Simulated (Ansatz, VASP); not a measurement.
## SiC in VASP and in Ansatz

The input INCAR:

```
SYSTEM = SiC
PREC = Accurate
ENCUT = 520
EDIFF = 1E-7
ISMEAR = 0
SIGMA = 0.05
LREAL = .False.
LASPH = .True.
NELM = 80
ALGO = Normal
ISIF = 2
LWAVE = .False.
LCHARG = .False.
GGA = PE
NBANDS = 26
```

File KPOINTS:

```
regular mesh
0
Gamma
  10 10 3
  0 0 0
```

The input POSCAR:

```
SiC
1.0
   -3.0941201809      0.0000000000      0.0000000000
   -1.5470600905     -2.6795866790      0.0000000000
   -2.7072004523     -1.5630029098     10.1293391998
Si C
4 4
Direct
    0.3201606920      0.3201606920      0.5940441877
    0.2784773586      0.2784773586      0.0940441877
    0.7992867286      0.7992867286      0.3440995566
    0.5076367286      0.5076367286      0.8440995566
    0.4298425234      0.4298425234      0.4060074460
   -0.1951408099     -0.1951408099      0.9060074460
   -0.0913726674     -0.0913726674      0.1566478097
   -0.3830226674     -0.3830226674      0.6566478097
```

Input for Ansatz:

```yaml
crystal:
  lattice:
    - [-3.0941201809, 0.0, 0.0]
    - [-1.5470600905, -2.679586679, 0.0]
    - [-2.7072004523, -1.5630029098, 10.1293391998]
  atoms:
    - { symbol: Si, position: [0.320160692, 0.320160692, 0.5940441877] }
    - { symbol: Si, position: [0.2784773586, 0.2784773586, 0.0940441877] }
    - { symbol: Si, position: [0.7992867286, 0.7992867286, 0.3440995566] }
    - { symbol: Si, position: [0.5076367286, 0.5076367286, 0.8440995566] }
    - { symbol: C, position: [0.4298425234, 0.4298425234, 0.406007446] }
    - { symbol: C, position: [-0.1951408099, -0.1951408099, 0.906007446] }
    - { symbol: C, position: [-0.0913726674, -0.0913726674, 0.1566478097] }
    - { symbol: C, position: [-0.3830226674, -0.3830226674, 0.6566478097] }
basis:
  ecutwfc: 420
kpoints:
  mp_grid: { grid: [10, 10, 3] }
hamiltonian:
  xc: pbe
scf:
  occupations: { method: gaussian, width: 0.05 }
output:
  forces: true
  stress: true
  eigenvalues: true
  write_density: true
  write_potential: true
  elf: true
  volumetric_format: npy
```

Alike in both runs: task single point; functional PBE; k mesh 10 × 10 × 3; occupations gaussian, width 0.05 eV; no spin polarisation.

|  | VASP | Ansatz |
| --- | --- | --- |
| version | VASP 6.6.1 | Ansatz 0.2.0 |
| potentials or method | VASP PAW PBE potentials, release 64 (Si, C), cutoff 520 eV | scalar-relativistic, plane waves, PAW |
| valence electrons in the cell | 32 | 32 |

|  | VASP | Ansatz | Ansatz less VASP |
| --- | --- | --- | --- |
| gap on the k mesh at the Fermi level (eV) | 0.51 | 0.52 | +0.006 |
| least direct gap on the mesh (eV) | 1.34 | 1.35 | +0.008 |
| pressure (GPa) | -2.1 | -2.1 | +0.03 |
| traceless stress, the component that is largest in VASP (GPa) | 5.32 | 5.37 | +0.050 |
| rms of the force components (eV/Å) | 0.225 | 0.226 | +0.0017 |

Atom by atom the forces differ by 0.004 eV/Å (rms over components). With one functional, cell and mesh, what is left measures potentials, basis and numerics.
